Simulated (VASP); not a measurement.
RuC4:

```xyz
5
Lattice="-2.8820 2.8820 1.7441 2.8820 -2.8820 1.7441 2.8820 2.8820 -1.7441" Properties=species:S:1:pos:R:3 pbc="T T T"
Ru    0.0000    0.0000    0.0000
C     0.6045    1.6881    1.7441
C     2.2776    1.1940    0.0000
C     1.6881   -0.6045    1.7441
C     1.1940    3.4865    0.0000
```

```yaml
Program: VASP 6.6.1
Task: relaxation of cell and atoms
Functional: PBE
Potentials_or_basis: VASP PAW PBE potentials, release 64 (Ru_pv, C)
Cutoff: 600 eV
k_mesh: 6 × 6 × 6
Occupations: gaussian, width 0.1 eV
Spin: no spin polarisation
```

At the start: pressure -38.0 GPa; volume 11.59 Å³/atom.

**Question.** Where does the relaxation end?

**Answer.** Over 34 steps the energy falls by 2630.5 meV/atom and the volume is 11.77 Å³/atom (+1.6 %); space group I4/mmm (No. 139, to 0.05 Å).

The path:
```csv
step,energy change (eV),largest force (eV/Å),pressure (GPa),volume (Å³)
1,0.0000,0.9010,-37.98,57.95
2,-2.4139,1.6266,28.23,37.83
3,-2.6992,1.2790,0.57,41.52
4,-2.9927,0.8974,2.86,40.84
5,-3.1003,0.2458,8.89,40.15
6,-3.1922,0.5038,-4.09,42.82
7,-3.1925,0.4898,-3.43,42.66
8,-3.3850,0.8971,-6.45,43.32
9,-4.6965,2.2933,-15.77,45.04
10,-9.7361,3.3305,2.84,47.28
11,6.7937,16.5189,191.99,45.54
12,-4.2137,12.7021,138.24,47.29
13,-9.8568,3.1020,62.54,47.71
14,-10.5982,1.3358,37.49,47.61
15,-10.6066,1.3462,37.97,47.70
16,-10.6268,1.4236,39.43,47.95
17,-10.6490,1.7483,42.31,48.45
18,-10.6919,1.7823,41.71,48.61
19,-10.8207,1.8856,39.89,49.08
20,-11.0781,2.0799,36.30,50.04
21,-11.5847,2.3101,29.03,51.98
22,-12.5040,2.2344,14.27,56.00
23,-12.7305,1.9147,-14.18,64.57
24,-13.0302,0.8909,-0.29,60.03
25,-13.0492,0.6052,-3.52,60.99
26,-13.0482,0.6614,-2.63,60.72
27,-13.0626,0.6239,-2.55,60.57
28,-13.0983,0.5144,-2.25,60.12
29,-13.1368,0.3430,-1.53,59.23
30,-13.1396,0.3227,-1.23,58.91
31,-13.1469,0.1834,0.27,58.62
32,-13.1481,0.1419,1.23,58.43
33,-13.1503,0.0997,0.86,58.56
34,-13.1524,0.0250,-0.01,58.86
```

Final structure:
```
Ru C
1.0
    -3.45123    3.45123    1.23536
     3.45123   -3.45123    1.23536
     3.45123    3.45123   -1.23536
Ru C
1 4
Cartesian
  0.0000 0.0000 0.0000
  1.9461 1.9454 1.2354
  1.5051 1.5058 0.0000
  5.3966 1.5051 0.0000
  -1.9454 1.9461 1.2354
```
